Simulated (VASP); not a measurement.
Wanted: the native input for a VASP 6.6.1 run.

```yaml
Task: single point
Functional: PBEsol
Potentials_or_basis: VASP PAW PBE potentials, release 64 (Be)
Cutoff: 520 eV
k_mesh: 15 × 15 × 8
Occupations: fermi-dirac, width 0.05 eV
Spin: no spin polarisation
Dipole_correction: no
Further_INCAR_settings: ALGO = Normal; EDIFF = 1e-06; NBANDS = 9
```

The structure of Be lies in POSCAR:

```
Be
1.0
    2.2424371395      0.0000000000      0.0000000000
   -1.1212185697      1.9420075292      0.0000000000
    0.0000000000      0.0000000000      3.6327481659
Be
2
Direct
    0.2933333333      0.6466666667      0.2200000000
    0.7066666667      0.3533333333      0.7800000000
```

This cell differs from its parent crystal: shortest bond scaled by 0.88.

These files were run (other wordings do the same):

INCAR

```
SYSTEM = Be
PREC = Accurate ; ENCUT = 520
EDIFF = 1E-6 ; ISMEAR = -1
SIGMA = 0.05 ; LREAL = .False.
LASPH = .True. ; NELM = 100
ALGO = Normal ; ISIF = 2
LWAVE = .False. ; LCHARG = .False.
GGA = PS ; NBANDS = 9
```

KPOINTS

```
Automatic mesh
0
Gamma
  15 15 8
  0 0 0
```

Potentials or basis: VASP PAW PBE potentials, release 64 (Be).

Launch:

```console
$ cat potpaw_PBE.64/Be/POTCAR > POTCAR
$ mpirun -np 1 vasp_std > vasp.out
```

Results of the run:

| Item | Value |
| --- | --- |
| Pressure | 3.6 GPa |
| Largest force | 1.908 eV/Å |
| Band gap on the k mesh | zero (band 2 reaches 7.72 eV, above the bottom of band 3 at 6.04 eV) |

Caveat: the cell differs from its parent crystal (shortest bond scaled by 0.88); the PAW data sets were made with another functional, which shifts forces and pressure a little.

Run time: 46 s on 1 thread of Intel(R) Xeon(R) Platinum 8375C CPU @ 2.90GHz (Ice Lake), with other jobs on the host, peak memory 0.17 GiB.
